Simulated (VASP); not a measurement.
# ZnCd2Se3 in VASP: further runs

ZnCd2Se3 is run at these levels: PBE; tasks: single point.

All numbers are computed with VASP 6.6.1; they aren't measurements. Logs are shortened: lines on timing, memory, paths and dates and some standing lists are left out, and cuts for length are marked.

### Step 1. The cell of the first run

It takes space group P3m1 (No. 156, trigonal). Conventional cell: a = 4.265 Å, b = 4.265 Å, c = 10.521 Å, α = 90.00°, β = 90.00°, γ = 120.00°. Within 3.3 Å of Zn (site symmetry 3m) lie 4 Se at 2.48 to 2.57 Å. Within 3.5 Å of Cd (site symmetry 3m) lie 4 Se at 2.65 to 2.68 Å. Cd (site symmetry 3m) has 4 Se at 2.65 to 2.67 Å within 3.5 Å. Se (site symmetry 3m) has 3 Zn at 2.57 Å and 1 Cd at 2.68 Å within 3.4 Å. Se (site symmetry 3m) has 1 Zn at 2.48 Å and 3 Cd at 2.65 Å within 3.3 Å. Se (site symmetry 3m) has 4 Cd at 2.65 to 2.67 Å within 3.5 Å.

### Step 2. Single point, PBE

The input, INCAR:

```
ALGO = Normal ; EDIFF = 1E-6
ENCUT = 520 ; GGA = PE
ISIF = 2 ; ISMEAR = 0
LASPH = True ; LCHARG = False
LREAL = False ; LWAVE = False
NBANDS = 36 ; NELM = 60
PREC = Accurate ; SIGMA = 0.1
```

The input, KPOINTS:

```
k-points
0
Gamma
  6 6 2
```

The input, POSCAR:

```
ZnCd2Se3
1.0
    4.2647078000      0.0000000000      0.0000000000
   -2.1323539000      3.6933453000      0.0000000000
    0.0000000000      0.0000000000     10.5205651000
Zn Cd Se
1 2 3
Direct
    0.0000000000      0.0000000000      0.6674030000
    0.3333333000      0.6666667000      0.9907320000
    0.6666667000      0.3333333000      0.3386090000
    0.3333333000      0.6666667000      0.7363560000
    0.0000000000      0.0000000000      0.4317990000
    0.6666667000      0.3333333000      0.0851020000
```

Potentials or basis: VASP PAW PBE potentials, release 64 (Zn, Cd, Se).

On the command line:

```bash
$ cat potpaw_PBE.64/Zn/POTCAR potpaw_PBE.64/Cd/POTCAR potpaw_PBE.64/Se/POTCAR > POTCAR
$ mpirun -np 1 vasp_std > vasp.out
```

OUTCAR:

```text
EDIFF = 1E-6
   ENCUT = 520
   GGA = PE
   ISIF = 2
   ISMEAR = 0
   LASPH = True
   LREAL = False
   NELM = 60
   PREC = Accurate

 ion  position               nearest neighbor table
   1  0.000  0.000  0.667-   5 2.48   4 2.57   4 2.57   4 2.57
   2  0.333  0.667  0.991-   6 2.65   6 2.65   6 2.65   4 2.68
   3  0.667  0.333  0.339-   5 2.65   5 2.65   5 2.65   6 2.67
   4  0.333  0.667  0.736-   1 2.57   1 2.57   1 2.57   2 2.68
   5  0.000  0.000  0.432-   1 2.48   3 2.65   3 2.65   3 2.65
   6  0.667  0.333  0.085-   2 2.65   2 2.65   2 2.65   3 2.67

  LATTYP: Found a hexagonal cell.
 ALAT       =     4.2647078000
 C/A-ratio  =     2.4668900176

  Lattice vectors:

 A1 = (   4.2647078000,   0.0000000000,   0.0000000000)
 A2 = (  -2.1323539000,   3.6933453000,   0.0000000000)
 A3 = (   0.0000000000,   0.0000000000,  10.5205651000)

Analysis of symmetry for initial positions (statically):
=====================================================================
 Subroutine PRICEL returns:
 Original cell was already a primitive cell.

 Routine SETGRP: Setting up the symmetry group for a
 hexagonal supercell.

 Subroutine GETGRP returns: Found  6 space group operations
 (whereof  6 operations were pure point group operations)
 out of a pool of 24 trial point group operations.

The static configuration has the point symmetry C_3v.

Analysis of symmetry for dynamics (positions and initial velocities):
=====================================================================
 Subroutine PRICEL returns:
 Original cell was already a primitive cell.

 Routine SETGRP: Setting up the symmetry group for a
 hexagonal supercell.

 Subroutine GETGRP returns: Found  6 space group operations
 (whereof  6 operations were pure point group operations)
 out of a pool of 24 trial point group operations.

The dynamic configuration has the point symmetry C_3v.

 Subroutine INISYM returns: Found  6 space group operations
 (whereof  6 operations are pure point group operations),
 and found     1 'primitive' translations

----------------------------------------------------------------------------------------

                                     Primitive cell

  volume of cell :     165.7098

  direct lattice vectors                    reciprocal lattice vectors
     4.264707800  0.000000000  0.000000000     0.234482653  0.135378623  0.000000000
    -2.132353900  3.693345300  0.000000000     0.000000000  0.270757245  0.000000000
     0.000000000  0.000000000 10.520565100     0.000000000  0.000000000  0.095051928

  length of vectors
     4.264707800  4.264707805 10.520565100     0.270757246  0.270757245  0.095051928

  position of ions in fractional coordinates (direct lattice)
     0.000000000  0.000000000  0.667403000
     0.333333300  0.666666700  0.990732000
     0.666666700  0.333333300  0.338609000
     0.333333300  0.666666700  0.736356000
     0.000000000  0.000000000  0.431799000
     0.666666700  0.333333300  0.085102000

  ion indices of the primitive-cell ions
   primitive index   ion index
                 1           1
                 2           2
                 3           3
                 4           4
                 5           5
                 6           6

----------------------------------------------------------------------------------------

 KPOINTS: k-points

Automatic generation of k-mesh.
 Grid dimensions read from file:
 generate k-points for:    6    6    2

 Generating k-lattice:

  Cartesian coordinates                     Fractional coordinates (reciprocal lattice)
     0.039080442  0.022563104  0.000000000     0.166666667  0.000000000  0.000000000
     0.000000000  0.045126208  0.000000000     0.000000000  0.166666667  0.000000000
     0.000000000  0.000000000  0.047525964     0.000000000  0.000000000  0.500000000

  Length of vectors
     0.045126208  0.045126208  0.047525964

  Shift w.r.t. Gamma in fractional coordinates (k-lattice)
     0.000000000  0.000000000  0.000000000

 Subroutine IBZKPT returns following result:
 ===========================================

 Found     14 irreducible k-points:

 Following reciprocal coordinates:
            Coordinates               Weight
  0.000000  0.000000  0.000000      1.000000
  0.166667  0.000000  0.000000      6.000000
  0.333333  0.000000  0.000000      6.000000
  0.500000  0.000000  0.000000      3.000000
  0.166667  0.166667  0.000000      6.000000
  0.333333  0.166667  0.000000     12.000000
  0.333333  0.333333  0.000000      2.000000
  0.000000  0.000000  0.500000      1.000000
  0.166667  0.000000  0.500000      6.000000
  0.333333  0.000000  0.500000      6.000000
  0.500000  0.000000  0.500000      3.000000
  0.166667  0.166667  0.500000      6.000000
  0.333333  0.166667  0.500000     12.000000
  0.333333  0.333333  0.500000      2.000000
   k-points           NKPTS =     14   k-points in BZ     NKDIM =     14   number of bands    NBANDS=     36
   number of dos      NEDOS =    301   number of ions     NIONS =      6
   total plane-waves  NPLWV =  81920
   dimension x,y,z NGX =    32 NGY =   32 NGZ =   80
   dimension x,y,z NGXF=    64 NGYF=   64 NGZF=  160
   ions per type =               1   2   3
   NGX,Y,Z   is equivalent  to a cutoff of  12.47, 12.47, 12.64 a.u.
   NGXF,Y,Z  is equivalent  to a cutoff of  24.95, 24.95, 25.28 a.u.
 SYSTEM =  unknown system
   PREC   = accura    normal or accurate (medium, high low for compatibility)
   ISTART =      0    job   : 0-new  1-cont  2-samecut
   ICHARG =      2    charge: 1-file 2-atom 10-const
   ISPIN  =      1    spin polarized calculation?
   LNONCOLLINEAR =      F non collinear calculations
   LSORBIT =      F    spin-orbit coupling
   LASPH  =      T    aspherical Exc in radial PAW
   ENCUT  =  520.0 eV  38.22 Ry    6.18 a.u.   7.93  7.93 19.56*2*pi/ulx,y,z
   NELM   =     60;   NELMIN=  2; NELMDL= -5     # of ELM steps
   EDIFF  = 0.1E-05   stopping-criterion for ELM
   LREAL  =      F    real-space projection
   EDIFFG = 0.1E-04   stopping-criterion for IOM
   NSW    =      0    number of steps for IOM
   IBRION =     -1    ionic relax: 0-MD 1-quasi-New 2-CG
   NFREE  =      0    steps in history (QN), initial steepest desc. (CG)
   ISIF   =      2    stress and relaxation
   ISYM   =      2    0-nonsym 1-usesym 2-fastsym
   POTIM  = 0.5000    time-step for ionic-motion
   TEBEG  =    0.0;   TEEND  =   0.0 temperature during run
   PSTRESS=    0.0 pullay stress
   NELECT =      54.0000    total number of electrons
   NUPDOWN=      -1.0000    fix difference up-down
   EMIN   =  10.00;   EMAX   =-10.00  energy-range for DOS
   EFERMI =   0.00;   METHOD = LEGACY
   ISMEAR =     0;   SIGMA  =   0.10  broadening in eV -4-tet -1-fermi 0-gaus
   EFERMI_NEDOS =   21; number of points for ismear=-14 and -15
   IALGO  =     38    algorithm
   IMIX   =      4    mixing-type and parameters
     AMIX     =   0.40;   BMIX     =  1.00
     AMIX_MAG =   1.60;   BMIX_MAG =  1.00
  volume/ion in A,a.u.               =      27.62       186.38
  Fermi-wavevector in a.u.,A,eV,Ry     =   1.126566  2.128901 17.267849  1.269151
  Thomas-Fermi vector in A             =   2.263248
   LORBIT       =      0    0 simple, 1 ext, 2 COOP (PROOUT), +10 PAW based schemes
   GGA     = PE    functional components
   LHFCALC =     F    Hartree Fock is set to
   AEXX    =    0.0000 exact exchange contribution
   IVDW    =     0    specifies the selected vdW correction
   LEPSILON=     F    determine dielectric tensor
   LRPA    =     F    only Hartree local field effects (RPA)
 non-spin polarized calculation
 Gauss-broadening in eV      SIGMA  =   0.10
  energy-cutoff  :      520.00
  volume of cell :      165.71
 maximum number of plane-waves:      4500
 NGX is ok and might be reduce to    32

 number of electron      53.9999999 magnetization

 Free energy of the ion-electron system (eV)
  ---------------------------------------------------
  ext. energy  EPLUGINS =         0.00000000
  ---------------------------------------------------
  free energy    TOTEN  =       -16.89001445 eV

  energy without entropy =      -16.89001311  energy(sigma->0) =      -16.89001378

 E-fermi :   1.1022     XC(G=0):  -8.8052

 val. band max:        0.8239836200   @ k =   0.0000   0.0000   0.0000
 cond. band min:       1.3683082765   @ k =   0.0000   0.0000   0.0000
 fundamental gap:      0.5443246565
 Fermi energy:         1.1021513443

 k-point     1 :       0.0000    0.0000    0.0000
  band No.  band energies     occupation
      1     -11.7853      2.00000
      2     -11.4277      2.00000
      3     -11.3720      2.00000
      4      -7.0137      2.00000
      5      -7.0137      2.00000
      6      -6.9674      2.00000
[... 28 lines left out ...]
     35       7.1802      0.00000
     36       7.1802      0.00000

 k-point     2 :       0.1667    0.0000    0.0000
  band No.  band energies     occupation
      1     -11.6873      2.00000
      2     -11.3695      2.00000
      3     -11.3203      2.00000
      4      -6.9845      2.00000
      5      -6.9630      2.00000
      6      -6.9500      2.00000
[... 28 lines left out ...]
     35       7.0034      0.00000
     36       7.1719      0.00000

 k-point     3 :       0.3333    0.0000    0.0000
  band No.  band energies     occupation
      1     -11.4658      2.00000
      2     -11.2633      2.00000
      3     -11.2187      2.00000
      4      -6.9363      2.00000
      5      -6.9340      2.00000
      6      -6.8684      2.00000
[... 28 lines left out ...]
     35       7.6433      0.00000
     36       7.7830      0.00000

 k-point     4 :       0.5000    0.0000    0.0000
  band No.  band energies     occupation
      1     -11.3177      2.00000
      2     -11.2437      2.00000
      3     -11.1643      2.00000
      4      -6.9230      2.00000
      5      -6.9194      2.00000
      6      -6.8443      2.00000
[... 28 lines left out ...]
     35       7.9158      0.00000
     36       7.9278      0.00000

 k-point     5 :       0.1667    0.1667    0.0000
  band No.  band energies     occupation
      1     -11.5267      2.00000
      2     -11.2836      2.00000
      3     -11.2473      2.00000
      4      -6.9507      2.00000
      5      -6.9264      2.00000
      6      -6.9037      2.00000
[... 265 lines left out ...]
 k-point    12 :       0.1667    0.1667    0.5000
  band No.  band energies     occupation
      1     -11.4999      2.00000
      2     -11.3632      2.00000
      3     -11.1947      2.00000
      4      -6.9543      2.00000
      5      -6.9284      2.00000
      6      -6.9031      2.00000
[... 28 lines left out ...]
     35       7.4690      0.00000
     36       7.6880      0.00000

 k-point    13 :       0.3333    0.1667    0.5000
  band No.  band energies     occupation
      1     -11.3240      2.00000
      2     -11.2365      2.00000
      3     -11.1683      2.00000
      4      -6.9229      2.00000
      5      -6.9004      2.00000
      6      -6.8816      2.00000
[... 28 lines left out ...]
     35       7.6682      0.00000
     36       7.8028      0.00000

 k-point    14 :       0.3333    0.3333    0.5000
  band No.  band energies     occupation
      1     -11.2403      2.00000
      2     -11.1940      2.00000
      3     -11.1853      2.00000
      4      -6.9085      2.00000
      5      -6.9038      2.00000
      6      -6.8746      2.00000
[... 28 lines left out ...]
     35       7.4357      0.00000
     36       7.7050      0.00000

------------------------ aborting loop because EDIFF is reached ----------------------------------------

  FORCE on cell =-STRESS in cart. coord.  units (eV):
  Direction    XX          YY          ZZ          XY          YZ          ZX
  --------------------------------------------------------------------------------------
  -------------------------------------------------------------------------------------
  Total        0.2786905      0.2786905      0.2232140     -0.0000000      0.0000000      0.0000000
  in kB        2.6945395      2.6945395      2.1581609     -0.0000000      0.0000000      0.0000000
  external PRESSURE =       2.5157466 kB  Pullay stress =       0.0000000 kB

 VOLUME and BASIS-vectors are now :
 -----------------------------------------------------------------------------
  energy-cutoff  :      520.00
  volume of cell :      165.71
      direct lattice vectors                 reciprocal lattice vectors
     4.264707800  0.000000000  0.000000000     0.234482653  0.135378623  0.000000000
    -2.132353900  3.693345300  0.000000000     0.000000000  0.270757245  0.000000000
     0.000000000  0.000000000 10.520565100     0.000000000  0.000000000  0.095051928

 POSITION                                       TOTAL-FORCE (eV/Angst)
 -----------------------------------------------------------------------------------
      0.00000      0.00000      7.02146        -0.000000      0.000000     -0.005549
     -0.00000      2.46223     10.42306        -0.000000     -0.000000     -0.004784
      2.13235      1.23111      3.56236         0.000000     -0.000000     -0.004931
     -0.00000      2.46223      7.74688        -0.000000      0.000000     -0.014075
      0.00000      0.00000      4.54277        -0.000000      0.000000      0.023869
      2.13235      1.23111      0.89532         0.000000     -0.000000      0.005470
 -----------------------------------------------------------------------------------
    total drift:                               -0.000008      0.000006     -0.000445

  FREE ENERGIE OF THE ION-ELECTRON SYSTEM (eV)
  ---------------------------------------------------
  free  energy   TOTEN  =       -16.8900144532 eV

  energy  without entropy=      -16.8900131127  energy(sigma->0) =      -16.89001378
```

Wall time 93 s (1 thread of Intel Xeon Platinum 8259CL at 2.50GHz (Skylake/Cascade Lake), shared host); peak memory 0.3 GiB.

What came out:

| Property | Result |
| --- | --- |
| Free energy | -16.8900 eV |
| Pressure | 0.3 GPa |
| Largest force | 0.024 eV/Å |
| Band gap on the k mesh | 0.54 eV |

Forces on the atoms (eV/Å):
```
Zn   0.000  0.000 -0.006
Cd   0.000  0.000 -0.005
Cd   0.000  0.000 -0.005
Se   0.000  0.000 -0.014
Se   0.000  0.000  0.024
Se   0.000  0.000  0.005
```

### Step 3. Single point, PBE

This run uses another cell than the first one: it holds 12 atoms, not 6.

The input, INCAR:

```
PREC     = Accurate       # precision mode
ENCUT    = 520            # plane-wave cutoff, eV
EDIFF    = 1E-7           # SCF threshold, eV
ISMEAR   = 0              # smearing method
SIGMA    = 0.1            # smearing width, eV
LREAL    = F              # projectors in reciprocal space
LASPH    = T              # aspherical terms in the spheres
NELM     = 100            # most SCF steps
ALGO     = Normal         # electronic algorithm
ISIF     = 2              # what is computed and relaxed
LWAVE    = F              # write WAVECAR
LCHARG   = F              # write CHGCAR
GGA      = PE             # functional
NBANDS   = 66             # bands
```

The input, KPOINTS:

```
Automatic mesh
0
Gamma
  4 2 2
```

The input, POSCAR:

```
ZnCd2Se3
1.0
    2.1323539016     -3.6933452973      0.0000000000
   -6.3970617047     -3.6933452973      0.0000000000
    0.0000000000      0.0000000000    -10.5205651000
Zn Cd Se
2 4 6
Direct
    0.0000000000      0.0000000000      0.3325970000
    0.5000000000      0.5000000000      0.3325970000
    0.5000000000      0.8333333333      0.0092680000
    0.0000000000      0.3333333333      0.0092680000
    0.0000000000      0.6666666667      0.6613910000
    0.5000000000      0.1666666667      0.6613910000
    0.5000000000      0.8333333333      0.2636440000
    0.0000000000      0.3333333333      0.2636440000
    0.0000000000      0.0000000000      0.5682010000
    0.5000000000      0.5000000000      0.5682010000
    0.0000000000      0.6666666667      0.9148980000
    0.5000000000      0.1666666667      0.9148980000
```

Potentials or basis: VASP PAW PBE potentials, release 64 (Zn, Cd, Se).

On the command line:

```bash
$ cat potpaw_PBE.64/Zn/POTCAR potpaw_PBE.64/Cd/POTCAR potpaw_PBE.64/Se/POTCAR > POTCAR
$ mpirun -np 1 vasp_std > vasp.out
```

It took 7.1 min on 1 thread of Intel Xeon Platinum 8259CL at 2.50GHz (Skylake/Cascade Lake), shared host; peak memory 0.5 GiB.

The run converged. Its results:

- Free energy: -33.6998 eV
- Pressure: 0.3 GPa
- Largest force: 0.035 eV/Å
- Band gap on the k mesh: 0.54 eV

Forces on the atoms (eV/Å):
```
Zn  -0.009 -0.005 -0.011
Zn  -0.009 -0.005 -0.011
Cd  -0.007 -0.004 -0.012
Cd  -0.007 -0.004 -0.012
Cd  -0.007 -0.004 -0.011
Cd  -0.007 -0.004 -0.011
Se   0.008  0.005 -0.013
Se   0.008  0.005 -0.013
Se   0.008  0.004  0.034
Se   0.008  0.004  0.034
Se   0.007  0.004  0.013
Se   0.007  0.004  0.013
```

Stress tensor (GPa, compression positive):
```
 0.28 -0.09  0.00
-0.09  0.39  0.00
 0.00  0.00  0.14
```

Levels at points of the mesh, in eV from the valence-band top:
| k point | band 50 | band 51 | band 52 | band 53 | band 54 | band 55 | band 56 | band 57 | band 58 | band 59 |
| --- | --- | --- | --- | --- | --- | --- | --- | --- | --- | --- |
| (0.00, 0.00, 0.00) | -0.46 | -0.45 | -0.13 | 0.00 | 0.00 | 0.54 | 2.11 | 2.67 | 2.92 | 3.25 |
| (0.50, 0.00, 0.00) | -1.57 | -1.53 | -1.53 | -0.80 | -0.80 | 3.59 | 3.59 | 3.74 | 3.74 | 4.00 |
| (0.00, 0.50, 0.00) | -0.77 | -0.53 | -0.53 | -0.50 | -0.50 | 2.42 | 2.42 | 3.40 | 3.40 | 3.87 |
| (0.50, 0.50, 0.00) | -1.58 | -1.10 | -1.10 | -0.93 | -0.93 | 2.92 | 2.92 | 3.25 | 3.25 | 3.35 |
| (0.00, 0.00, 0.50) | -0.71 | -0.29 | -0.28 | -0.13 | -0.13 | 1.60 | 2.04 | 2.25 | 2.47 | 3.28 |
| (0.50, 0.00, 0.50) | -1.71 | -1.29 | -1.29 | -1.20 | -1.20 | 3.53 | 3.53 | 3.78 | 3.78 | 4.77 |
| (0.00, 0.50, 0.50) | -0.95 | -0.89 | -0.89 | -0.38 | -0.38 | 2.53 | 2.53 | 3.19 | 3.19 | 3.71 |
| (0.50, 0.50, 0.50) | -1.42 | -0.81 | -0.81 | -0.71 | -0.71 | 2.25 | 2.25 | 3.28 | 3.28 | 3.79 |

Caveat: the k points lie up to 0.43 Å⁻¹ apart.

(Continued in part 2 of 2.)
